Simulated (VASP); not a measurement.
# Li2H (P1) in VASP: relaxation of cell and atoms with PBE

Aim: the relaxation of cell and atoms of Li2H with PBE.

Everything below comes from runs of VASP 6.6.1. Logs are shortened: lines on timing, memory, paths and dates and some standing lists are left out, and cuts for length are marked.

## 1. The cell of the first run

The typed cell holds 12 atoms: a = 4.900 Å, b = 5.236 Å, c = 5.795 Å, α = 105.07°, β = 88.73°, γ = 92.98°.

## 2. Relaxation of cell and atoms, PBE

INCAR reads:

```
SYSTEM = Li2H
PREC     = Accurate       ! precision mode
ENCUT    = 600            ! plane-wave cutoff, eV
EDIFF    = 1E-6           ! SCF threshold, eV
ISMEAR   = 0              ! smearing method
SIGMA    = 0.2            ! smearing width, eV
LREAL    = .FALSE.        ! projectors in reciprocal space
LASPH    = .TRUE.         ! aspherical terms in the spheres
NELM     = 80             ! most SCF steps
ALGO     = Normal         ! electronic algorithm
ISIF     = 3              ! what is computed and relaxed
LWAVE    = .FALSE.        ! write WAVECAR
LCHARG   = .FALSE.        ! write CHGCAR
GGA      = PE             ! functional
IBRION   = 2              ! ionic algorithm
NSW      = 80             ! ionic steps
EDIFFG   = -0.025         ! ionic threshold
```

KPOINTS reads:

```
regular mesh
0
G
  4 4 4
  0 0 0
```

POSCAR reads:

```
Li2H
1.0
   -0.1289483847     -0.0253155844     -4.8979082751
    5.2331424975      0.0904267713      0.1336837208
   -1.4082729050     -5.6206918742     -0.0624409903
Li H
8 4
Direct
    0.7303757758      0.0252265237      0.0989410554
    0.7254964824      0.5220257353      0.1032755448
    0.2102289681      0.4771644334      0.8939184050
    0.2218876891      0.9854547082      0.9054707299
    0.6595572781      0.4139499420      0.6355835848
    0.6575539439      0.9045348884      0.6293642425
    0.1563600248      0.1159213667      0.3857337589
    0.1681634716      0.5674090392      0.3645560698
    0.5392466416      0.2093270182      0.8750734414
    0.5574007326      0.7276793680      0.8713519019
    0.0233606137      0.2761619005      0.1183341555
    0.0503642583      0.7751450764      0.1183971101
```

Potentials or basis: VASP PAW PBE potentials, release 64 (Li_sv, H).

On the command line:

```
> cat potpaw_PBE.64/Li_sv/POTCAR potpaw_PBE.64/H/POTCAR > POTCAR
> mpirun -np 1 vasp_std > vasp.out
```

OUTCAR:

```text
SYSTEM = Li2H
   PREC = Accurate
   ENCUT = 600
   EDIFF = 1E-6
   ISMEAR = 0
   LREAL = .FALSE.
   LASPH = .TRUE.
   NELM = 80
   ISIF = 3
   GGA = PE
   IBRION = 2
   NSW = 80
   EDIFFG = -0.025

 ion  position               nearest neighbor table
   1  0.730  0.025  0.099-   2 2.60
   2  0.725  0.522  0.103-   1 2.60
   3  0.210  0.477  0.894-   4 2.60
   4  0.222  0.985  0.905-   3 2.60
   5  0.660  0.414  0.636-   6 2.58
   6  0.658  0.905  0.629-   5 2.58
   7  0.156  0.116  0.386-   8 2.40
   8  0.168  0.567  0.365-   7 2.40
   9  0.539  0.209  0.875-
  10  0.557  0.728  0.871-
  11  0.023  0.276  0.118-
  12  0.050  0.775  0.118-

  LATTYP: Found a triclinic cell.
 ALAT       =     5.2356306915
 B/A-ratio  =     1.2843672980
 C/A-ratio  =     0.9358320129
 COS(alpha) =     0.0213110218
 COS(beta)  =     0.0519187617
 COS(gamma) =     0.5545944620

  Lattice vectors:

 A1 = (  -5.2331424975,  -0.0904267713,  -0.1336837208)
 A2 = (  -3.8248695925,   5.5302651029,  -0.0712427305)
 A3 = (  -0.1289483847,  -0.0253155844,  -4.8979082751)

Analysis of symmetry for initial positions (statically):
=====================================================================
 Subroutine PRICEL returns:
 Original cell was already a primitive cell.

 Routine SETGRP: Setting up the symmetry group for a
 triclinic supercell.

 Subroutine GETGRP returns: Found  1 space group operations
 (whereof  1 operations were pure point group operations)
 out of a pool of  2 trial point group operations.

The static configuration has the point symmetry C_1 .

Analysis of symmetry for dynamics (positions and initial velocities):
=====================================================================
 Subroutine PRICEL returns:
 Original cell was already a primitive cell.

 Routine SETGRP: Setting up the symmetry group for a
 triclinic supercell.

 Subroutine GETGRP returns: Found  1 space group operations
 (whereof  1 operations were pure point group operations)
 out of a pool of  2 trial point group operations.

The dynamic configuration has the point symmetry C_1 .

 Subroutine INISYM returns: Found  1 space group operations
 (whereof  1 operations are pure point group operations),
 and found     1 'primitive' translations

----------------------------------------------------------------------------------------

                                     Primitive cell

  volume of cell :     143.3431

  direct lattice vectors                    reciprocal lattice vectors
    -0.128948385 -0.025315584 -4.897908275     0.005202543  0.000966209 -0.204310751
     5.233142498  0.090426771  0.133683721     0.192043098 -0.048063283 -0.004807541
    -1.408272905 -5.620691874 -0.062440990     0.003066194 -0.178691643  0.000842871

  length of vectors
     4.899670809  5.235630691  5.794765621     0.204379263  0.198024602  0.178719936

  position of ions in fractional coordinates (direct lattice)
     0.730375776  0.025226524  0.098941055
     0.725496482  0.522025735  0.103275545
     0.210228968  0.477164433  0.893918405
     0.221887689  0.985454708  0.905470730
     0.659557278  0.413949942  0.635583585
     0.657553944  0.904534888  0.629364243
     0.156360025  0.115921367  0.385733759
     0.168163472  0.567409039  0.364556070
     0.539246642  0.209327018  0.875073441
     0.557400733  0.727679368  0.871351902
     0.023360614  0.276161900  0.118334156
     0.050364258  0.775145076  0.118397110

  ion indices of the primitive-cell ions
   primitive index   ion index
                 1           1
                 2           2
                 3           3
                 4           4
                 5           5
                 6           6
                 7           7
                 8           8
                 9           9
                10          10
                11          11
                12          12

----------------------------------------------------------------------------------------

 KPOINTS: regular mesh

Automatic generation of k-mesh.
 Grid dimensions read from file:
 generate k-points for:    4    4    4

 Generating k-lattice:

  Cartesian coordinates                     Fractional coordinates (reciprocal lattice)
     0.001300636  0.000241552 -0.051077688     0.250000000  0.000000000 -0.000000000
     0.048010775 -0.012015821 -0.001201885    -0.000000000  0.250000000  0.000000000
     0.000766549 -0.044672911  0.000210718     0.000000000  0.000000000  0.250000000

  Length of vectors
     0.051094816  0.049506151  0.044679984

  Shift w.r.t. Gamma in fractional coordinates (k-lattice)
     0.000000000  0.000000000  0.000000000

 Subroutine IBZKPT returns following result:
 ===========================================

 Found     36 irreducible k-points:

 Following reciprocal coordinates:
            Coordinates               Weight
  0.000000  0.000000  0.000000      1.000000
  0.250000  0.000000  0.000000      2.000000
  0.500000  0.000000  0.000000      1.000000
  0.000000  0.250000 -0.000000      2.000000
  0.250000  0.250000 -0.000000      2.000000
  0.500000  0.250000  0.000000      2.000000
[... 16 lines left out ...]
  0.000000 -0.250000  0.250000      2.000000
  0.250000 -0.250000  0.250000      2.000000
 [... further k-points ...]
   k-points           NKPTS =     36   k-points in BZ     NKDIM =     36   number of bands    NBANDS=     21
   number of dos      NEDOS =    301   number of ions     NIONS =     12
   total plane-waves  NPLWV =  80640
   dimension x,y,z NGX =    40 NGY =   42 NGZ =   48
   dimension x,y,z NGXF=    80 NGYF=   84 NGZF=   96
   ions per type =               8   4
   NGX,Y,Z   is equivalent  to a cutoff of  13.57, 13.34, 13.77 a.u.
   NGXF,Y,Z  is equivalent  to a cutoff of  27.14, 26.67, 27.54 a.u.
 SYSTEM =  Li2H
   PREC   = accura    normal or accurate (medium, high low for compatibility)
   ISTART =      0    job   : 0-new  1-cont  2-samecut
   ICHARG =      2    charge: 1-file 2-atom 10-const
   ISPIN  =      1    spin polarized calculation?
   LNONCOLLINEAR =      F non collinear calculations
   LSORBIT =      F    spin-orbit coupling
   LASPH  =      T    aspherical Exc in radial PAW
   ENCUT  =  600.0 eV  44.10 Ry    6.64 a.u.   9.79 10.46 11.57*2*pi/ulx,y,z
   NELM   =     80;   NELMIN=  2; NELMDL= -5     # of ELM steps
   EDIFF  = 0.1E-05   stopping-criterion for ELM
   LREAL  =      F    real-space projection
   EDIFFG = -.3E-01   stopping-criterion for IOM
   NSW    =     80    number of steps for IOM
   IBRION =      2    ionic relax: 0-MD 1-quasi-New 2-CG
   NFREE  =      1    steps in history (QN), initial steepest desc. (CG)
   ISIF   =      3    stress and relaxation
   ISYM   =      2    0-nonsym 1-usesym 2-fastsym
   POTIM  = 0.5000    time-step for ionic-motion
   TEBEG  =    0.0;   TEEND  =   0.0 temperature during run
   PSTRESS=    0.0 pullay stress
   NELECT =      28.0000    total number of electrons
   NUPDOWN=      -1.0000    fix difference up-down
   EMIN   =  10.00;   EMAX   =-10.00  energy-range for DOS
   EFERMI =   0.00;   METHOD = LEGACY
   ISMEAR =     0;   SIGMA  =   0.20  broadening in eV -4-tet -1-fermi 0-gaus
   EFERMI_NEDOS =   21; number of points for ismear=-14 and -15
   IALGO  =     38    algorithm
   IMIX   =      4    mixing-type and parameters
     AMIX     =   0.40;   BMIX     =  1.00
     AMIX_MAG =   1.60;   BMIX_MAG =  1.00
  volume/ion in A,a.u.               =      11.95        80.61
  Fermi-wavevector in a.u.,A,eV,Ry     =   0.949880  1.795012 12.276147  0.902271
  Thomas-Fermi vector in A             =   2.078204
   LORBIT       =      0    0 simple, 1 ext, 2 COOP (PROOUT), +10 PAW based schemes
   GGA     = PE    functional components
   LHFCALC =     F    Hartree Fock is set to
   AEXX    =    0.0000 exact exchange contribution
   IVDW    =     0    specifies the selected vdW correction
   LEPSILON=     F    determine dielectric tensor
   LRPA    =     F    only Hartree local field effects (RPA)
 conjugate gradient relaxation of ions
 non-spin polarized calculation
 Gauss-broadening in eV      SIGMA  =   0.20
  energy-cutoff  :      600.00
  volume of cell :      143.34
 maximum number of plane-waves:      4804
   NGX = 19   NGY = 21   NGZ = 23

--------------------------------------- Ionic step        1  -------------------------------------------

 number of electron      28.0000004 magnetization

 Free energy of the ion-electron system (eV)
  ---------------------------------------------------
  ext. energy  EPLUGINS =         0.00000000
  ---------------------------------------------------
  free energy    TOTEN  =       -31.10821315 eV

  energy without entropy =      -31.09010810  energy(sigma->0) =      -31.09916063

------------------------ aborting loop because EDIFF is reached ----------------------------------------

  FORCE on cell =-STRESS in cart. coord.  units (eV):
  Direction    XX          YY          ZZ          XY          YZ          ZX
  --------------------------------------------------------------------------------------
  -------------------------------------------------------------------------------------
  Total       -2.2387899      0.7524621      0.5579185     -0.2834299     -0.3019721     -0.2887099
  in kB      -25.0234474      8.4104348      6.2359779     -3.1679585     -3.3752089     -3.2269742
  external PRESSURE =      -3.4590116 kB  Pullay stress =       0.0000000 kB
[... 353 lines left out ...]
  energy  without entropy=      -31.2736425837  energy(sigma->0) =      -31.27922077

--------------------------------------- Ionic step        9  -------------------------------------------

 number of electron      28.0000003 magnetization

 Free energy of the ion-electron system (eV)
  ---------------------------------------------------
  ext. energy  EPLUGINS =         0.00000000
  ---------------------------------------------------
  free energy    TOTEN  =       -31.28531139 eV

  energy without entropy =      -31.27433053  energy(sigma->0) =      -31.27982096

 E-fermi :   1.6789     XC(G=0):  -7.7860

 val. band max:        1.4291719978   @ k =   0.0000   0.2500  -0.0000
 cond. band min:       1.7998555682   @ k =   0.0000  -0.0000   0.2500
 fundamental gap:      0.3706835704
 Fermi energy:         1.6789240107

 k-point     1 :       0.0000    0.0000    0.0000
  band No.  band energies     occupation
      1     -45.2282      2.00000
      2     -45.2014      2.00000
      3     -45.1828      2.00000
      4     -45.1589      2.00000
      5     -45.0179      2.00000
      6     -45.0095      2.00000
[... 550 lines left out ...]
      5     -45.0112      2.00000
      6     -45.0043      2.00000
[... 13 lines left out ...]
     20       5.8762      0.00000
     21       6.2580      0.00000

 [... further k-points ...]
[... 5 lines left out ...]
  --------------------------------------------------------------------------------------
  -------------------------------------------------------------------------------------
  Total        0.2013348     -0.1365869     -0.0731395     -0.0078953     -0.0142852     -0.0419561
  in kB        2.2869728     -1.5514984     -0.8307955     -0.0896837     -0.1622666     -0.4765817
  external PRESSURE =      -0.0317737 kB  Pullay stress =       0.0000000 kB
[... 27 lines left out ...]
  FREE ENERGIE OF THE ION-ELECTRON SYSTEM (eV)
  ---------------------------------------------------
  free  energy   TOTEN  =       -31.2853113890 eV

  energy  without entropy=      -31.2743305257  energy(sigma->0) =      -31.27982096

 reached required accuracy - stopping structural energy minimisation
```

It took 10 min on 1 thread of Intel Xeon Platinum 8259CL at 2.50GHz (Skylake/Cascade Lake), shared host; peak memory 0.32 GiB.

What came out:

```
Free energy                           : -31.2853 eV
Relaxed volume                        : 11.75 Å³/atom
Relaxed cell                          : a = 4.908 Å, b = 5.077 Å, c = 5.801 Å, α = 102.59°, β = 89.83°, γ = 90.64°
Space group after relaxing (to 0.1 Å) : Cmc2_1 (No. 36)
Energy gained by relaxing             : 14.8 meV/atom
Ionic steps                           : 9
Pressure after relaxing               : 0.0 GPa
Largest force after relaxing          : 0.024 eV/Å
Band gap on the k mesh                : zero (bands 14 and 15 overlap by 1.47 eV)
```

Forces in eV/Å, atoms in the order of the input:
```
Li   0.010  0.007  0.002
Li   0.001  0.014 -0.006
Li  -0.006 -0.023  0.004
Li   0.002  0.001  0.007
Li   0.000 -0.014  0.008
Li   0.009  0.005 -0.002
Li  -0.011  0.002 -0.008
Li   0.004 -0.001  0.011
H   -0.008  0.001 -0.013
H   -0.017  0.005 -0.008
H    0.011  0.004  0.007
H    0.004  0.001 -0.002
```

Step by step:
```tsv
step	energy change (eV)	largest force (eV/Å)	pressure (GPa)	volume (Å³)
1	0.0000	0.5391	-0.35	143.34
2	-0.0603	0.4442	-0.29	142.80
3	-0.1422	0.1635	-0.02	141.10
4	-0.1574	0.1030	0.01	140.92
5	-0.1654	0.1119	0.07	140.65
6	-0.1700	0.0748	0.03	140.81
7	-0.1750	0.0465	-0.03	141.21
8	-0.1766	0.0287	-0.02	141.13
9	-0.1771	0.0245	0.00	141.05
```

Final structure:
```yaml
crystal:
  lattice:
    - [-0.02593, -0.00076, -4.90778]
    - [5.07669, -0.00100, 0.03027]
    - [-1.26503, -5.66106, -0.00929]
  atoms:
    - { symbol: Li, position: [0.72968, 0.02168, 0.10108] }
    - { symbol: Li, position: [0.72883, 0.52219, 0.10189] }
    - { symbol: Li, position: [0.22892, 0.47405, 0.89552] }
    - { symbol: Li, position: [0.23021, 0.97524, 0.90157] }
    - { symbol: Li, position: [0.65642, 0.41027, 0.63088] }
    - { symbol: Li, position: [0.65386, 0.91021, 0.63249] }
    - { symbol: Li, position: [0.15278, 0.09336, 0.36973] }
    - { symbol: Li, position: [0.15757, 0.59217, 0.36637] }
    - { symbol: H, position: [0.53976, 0.21988, 0.87239] }
    - { symbol: H, position: [0.54024, 0.72002, 0.87292] }
    - { symbol: H, position: [0.04123, 0.28030, 0.12761] }
    - { symbol: H, position: [0.04050, 0.78063, 0.12753] }
```

Levels at points of the mesh, in eV from the Fermi level:
| k point | band 10 | band 11 | band 12 | band 13 | band 14 | band 15 | band 16 | band 17 | band 18 | band 19 |
| --- | --- | --- | --- | --- | --- | --- | --- | --- | --- | --- |
| (0.00, 0.00, 0.00) | -5.34 | -4.61 | -2.51 | -1.67 | -0.68 | 1.32 | 1.90 | 2.30 | 2.69 | 2.80 |
| (0.50, 0.00, 0.00) | -6.17 | -3.63 | -3.63 | -1.52 | -1.52 | 1.86 | 1.87 | 1.95 | 1.98 | 2.67 |
| (0.00, 0.50, 0.00) | -5.98 | -4.25 | -4.24 | -0.63 | -0.61 | 0.99 | 1.00 | 2.26 | 2.29 | 3.54 |
| (0.50, 0.50, 0.00) | -5.19 | -5.18 | -5.18 | -0.33 | -0.33 | -0.31 | -0.29 | 2.70 | 2.74 | 2.74 |
| (0.00, 0.00, 0.50) | -5.48 | -4.60 | -2.52 | -2.35 | 0.38 | 1.43 | 1.91 | 1.97 | 2.29 | 2.69 |
| (0.50, 0.00, 0.50) | -6.11 | -3.64 | -3.62 | -2.11 | -2.11 | 1.92 | 1.96 | 2.69 | 2.73 | 3.82 |
| (0.00, 0.50, 0.50) | -5.88 | -4.39 | -4.38 | -1.05 | -1.04 | 1.74 | 1.76 | 2.60 | 2.62 | 2.97 |
| (0.50, 0.50, 0.50) | -5.14 | -5.13 | -5.13 | -0.87 | -0.86 | -0.83 | -0.82 | 4.32 | 4.33 | 4.37 |

Caveat: the cutoff is under 1.25 times the usual one of these potentials, so pressure, stress and relaxed cells hold a basis-set (Pulay) error.

The gap in the log of VASP goes by the Fermi energy; the results here count the filled bands.